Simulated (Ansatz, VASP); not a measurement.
# Two plane-wave programs on SnTe

```
CELL_PARAMETERS angstrom
0.00000 3.61716 3.61716
3.61716 0.00000 3.61716
3.61716 3.61716 0.00000
ATOMIC_POSITIONS crystal
Sn 0.99234 0.99187 0.98458
Te 0.73764 0.76095 0.73612
```

Alike in both runs: task single point; functional LDA; k mesh 4 × 4 × 4; no spin polarisation.

```csv
,VASP,Ansatz
version,VASP 6.6.1,Ansatz 0.2.0
potentials or method,"VASP PAW LDA potentials, release 64 (Sn_d, Te), cutoff 500 eV","plane waves, PAW"
occupations,"gaussian, width 0.01 eV",fixed
valence electrons in the cell,20,30
```

```csv
,VASP,Ansatz,Ansatz less VASP
pressure (GPa),-2.3,-2.3,+0.01
"traceless stress, the component that is largest in VASP (GPa)",0.31,0.30,-0.008
rms of the force components (eV/Å),0.114,0.114,-0.0007
```

LDA's correlation is that of Perdew and Zunger in VASP and of Perdew and Wang (1992) in Ansatz. Atom by atom the forces differ by 0.001 eV/Å (rms over components). VASP's potentials hold 20 valence electrons a cell and Ansatz's 30, so a difference there can come from the potentials and not from the codes. Ansatz's warnings: stress scf threshold loose.

Neither program's run includes spin-orbit coupling.
